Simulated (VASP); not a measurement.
## Sn: single point with r2SCAN

Sn:

```
CELL_PARAMETERS angstrom
-1.21708 1.95791 1.95791
1.95791 -1.21708 1.95791
1.95791 1.95791 -1.21708
ATOMIC_POSITIONS crystal
Sn 0.00000 0.00000 0.00000
```

This cell differs from its parent crystal: ratio of the length along [111] to the lengths across it x 1.7, volume and fractional coordinates fixed.

```yaml
Program: VASP 6.6.1
Task: single point
Functional: r2SCAN
Potentials_or_basis: VASP PAW PBE potentials, release 64 (Sn_d)
Cutoff: 520 eV
k_mesh: 20 × 20 × 20
Occupations: gaussian, width 0.15 eV
Spin: no spin polarisation
```

```yaml
Pressure: 2.5 GPa
Band_gap_on_the_k_mesh: zero (bands 7 and 8 overlap by 7.18 eV)
```

Stress tensor (GPa, compression positive):
```
2.52 1.11 1.11
1.11 2.52 1.11
1.11 1.11 2.52
```

Levels at points of the mesh, in eV from the Fermi level:
```csv
k point,band 4,band 5,band 6,band 7,band 8,band 9,band 10,band 11
"(0.00, 0.00, 0.00)",-21.86,-21.86,-11.65,5.62,6.33,6.33,9.49,9.49
"(0.50, 0.00, 0.00)",-21.93,-21.87,-8.12,-5.09,8.03,8.51,11.52,13.13
"(0.50, 0.50, 0.00)",-21.96,-21.73,-4.52,-3.19,-1.56,3.38,11.00,14.88
"(0.50, 0.50, 0.50)",-21.72,-21.72,-0.54,-0.54,-0.37,1.37,5.55,5.55
```

Wall time 16 min on 1 thread of Oxide Virtual Turin-like Processor (shared host), peak memory 0.32 GiB.

Caveat: the PAW data sets were made with another functional, which shifts forces and pressure a little; spin-orbit coupling is left out, which moves the levels of the heavy elements.
